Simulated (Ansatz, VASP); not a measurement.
## Two plane-wave programs on Ta

Contents of INCAR:

```
SYSTEM = Ta
ALGO     = Normal         ! electronic algorithm
EDIFF    = 1E-6           ! SCF threshold, eV
ENCUT    = 500            ! plane-wave cutoff, eV
GGA      = CA             ! functional
GGA_COMPAT= .False.      
ISIF     = 2              ! what is computed and relaxed
ISMEAR   = -1             ! smearing method
LASPH    = .True.         ! aspherical terms in the spheres
LCHARG   = .True.         ! write CHGCAR
LELF     = .True.         ! ELF
LREAL    = .False.        ! projectors in reciprocal space
LVHAR    = .True.       
LWAVE    = .False.        ! write WAVECAR
NBANDS   = 12             ! bands
NELM     = 120            ! most SCF steps
PREC     = Accurate       ! precision mode
SIGMA    = 0.05           ! smearing width, eV
```

File KPOINTS:

```
k-points
0
Gamma
  12 12 12
  0 0 0
```

Contents of POSCAR:

```
Ta
1.0
   -1.6512800000      1.6512800000      1.6512800000
    1.6512800000     -1.6512800000      1.6512800000
    1.6512800000      1.6512800000     -1.6512800000
Ta
1
Direct
    0.0000000000      0.0000000000      0.0000000000
```

Input for Ansatz:

```yaml
crystal:
  lattice:
    - [-1.65128, 1.65128, 1.65128]
    - [1.65128, -1.65128, 1.65128]
    - [1.65128, 1.65128, -1.65128]
  atoms:
    - { symbol: Ta, position: [0.0, 0.0, 0.0] }
kpoints:
  mp_grid:
    grid: [12, 12, 12]
hamiltonian:
  xc: lda
  pseudopotentials:
    kind: paw
scf:
  occupations:
    method: fermi_dirac
    width: 0.05
output:
  forces: true
  stress: true
  eigenvalues: true
```

Alike in both runs: task single point; functional LDA; k mesh 12 × 12 × 12; occupations fermi-dirac, width 0.05 eV; no spin polarisation.

```csv
,VASP,Ansatz
version,VASP 6.6.1,Ansatz 0.2.0
potentials or method,"VASP PAW LDA potentials, release 64 (Ta_pv)","plane waves, PAW"
plane-wave cutoff (eV),500,420
valence electrons in the cell,11,13
```

Ansatz gave:

```
gap on the k mesh at the Fermi level (eV) : none
pressure (GPa)                            : -9.9
```

Problem. What did VASP give for the same quantities?

Solution. gap on the k mesh at the Fermi level (eV): none; pressure (GPa): -9.3.

LDA's correlation is that of Perdew and Zunger in VASP and of Perdew and Wang (1992) in Ansatz. A gap of «none» marks a metal or a gap that the smearing closes. VASP's potentials hold 11 valence electrons a cell and Ansatz's 13, so a difference there can come from the potentials and not from the codes.

Neither program's run includes spin-orbit coupling.
